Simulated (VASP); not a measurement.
Set up this calculation in VASP 6.6.1, as the native input.

* Task: single point
* Functional: HSE06
* Potentials or basis: VASP PAW PBE potentials, release 64 (Hf_pv, S)
* Cutoff: 400 eV
* k mesh: 6 × 6 × 1
* Occupations: gaussian, width 0.02 eV
* Spin: no spin polarisation
* Dipole correction: yes
* Grid for exact exchange (PRECFOCK): Normal
* Further INCAR settings: ALGO = Normal; EDIFF = 1e-06; NBANDS = 18
* Screening parameter: 0.2079 1/Å

HfS2, a sheet with vacuum:

```
Hf S
1.0
     3.65176    0.00000    0.00000
    -1.82588    3.16251    0.00000
     0.00000    0.00000   29.87379
Hf S
1 2
Cartesian
  0.0000 0.0000 9.0000
  1.8259 1.0542 7.5534
  0.0000 2.1083 10.4466
```

These files were run (other wordings do the same):

POSCAR

```
HfS2
1.0
    3.6517557319      0.0000000000      0.0000000000
   -1.8258778659      3.1625132322      0.0000000000
    0.0000000000      0.0000000000     29.8737850000
Hf S
1 2
Direct
    0.0000000000      0.0000000000      0.3012673333
    0.6666666667      0.3333333333      0.2528438333
    0.3333333333      0.6666666667      0.3496908333
```

INCAR.step1

```
  ALGO = Normal
  DIPOL = 0.5 0.5 0.301
  EDIFF = 1E-5
  ENCUT = 400
  GGA = PE
  GGA_COMPAT = F
  IDIPOL = 3
  ISIF = 2
  ISMEAR = 0
  LASPH = T
  LCHARG = F
  LDIPOL = T
  LREAL = F
  LWAVE = T
  NBANDS = 18
  NELM = 120
  NELMDL = -8
  PREC = Accurate
  SIGMA = 0.02
```

INCAR.step2

```
  ALGO = Normal
  DIPOL = 0.5 0.5 0.301
  EDIFF = 1E-6
  ENCUT = 400
  GGA = PE
  GGA_COMPAT = F
  HFSCREEN = 0.2079
  IDIPOL = 3
  ISIF = 2
  ISMEAR = 0
  ISTART = 1
  LASPH = T
  LCHARG = F
  LDIPOL = T
  LHFCALC = T
  LREAL = F
  LWAVE = F
  NBANDS = 18
  NELM = 120
  PREC = Accurate
  PRECFOCK = Normal
  SIGMA = 0.02
```

KPOINTS

```
k-points
0
Gamma
  6 6 1
```

Potentials or basis: VASP PAW PBE potentials, release 64 (Hf_pv, S).

Run with:

```console
$ cat potpaw_PBE.64/Hf_pv/POTCAR potpaw_PBE.64/S/POTCAR > POTCAR
$ cp INCAR.step1 INCAR
$ mpirun -np 1 vasp_std > vasp.out
$ cp INCAR.step2 INCAR
$ mpirun -np 1 vasp_std > vasp.out
```

It gave:

* Largest force: 0.326 eV/Å
* Band gap on the k mesh: 2.12 eV, indirect (least direct gap 2.99 eV)

Caveat: the PAW data sets were made with another functional, which shifts forces and pressure a little; spin-orbit coupling is left out, which moves the levels of the heavy elements.

It took 20 min on 1 thread of AMD EPYC 9R45 96-Core Processor (Zen 5), on a shared host, peak memory 0.42 GiB.
